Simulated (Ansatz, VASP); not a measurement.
## MgO: VASP beside Ansatz

```
Mg O
1.0
     3.07220    0.00000    0.00000
    -1.53610    2.66060    0.00000
     0.00000    0.00000    5.11980
Mg O
2 2
Cartesian
  0.0000 1.7737 0.0187
  1.5361 0.8869 2.5786
  0.0000 1.7737 2.0527
  1.5361 0.8869 4.6126
```

Alike in both runs: task single point; functional PBEsol; k mesh 9 × 9 × 6; occupations gaussian, width 0.05 eV; no spin polarisation.

```csv
,VASP,Ansatz
version,VASP 6.6.1,Ansatz 0.2.0
potentials or method,"VASP PAW PBE potentials, release 64 (Mg, O), cutoff 520 eV","scalar-relativistic, plane waves, PAW"
valence electrons in the cell,16,32
```

```csv
,VASP,Ansatz,Ansatz less VASP
gap on the k mesh at the Fermi level (eV),4.26,4.26,-0.003
least direct gap on the mesh (eV),4.26,4.26,-0.003
pressure (GPa),23.1,22.8,-0.26
"traceless stress, the component that is largest in VASP (GPa)",-19.41,-18.96,+0.452
rms of the force components (eV/Å),0.655,0.638,-0.0174
```

VASP's potentials were made for PBE, not for PBEsol, and Ansatz warns of the same on its side. Atom by atom the forces differ by 0.017 eV/Å (rms over components). VASP's potentials hold 16 valence electrons a cell and Ansatz's 32, so a difference there can come from the potentials and not from the codes.
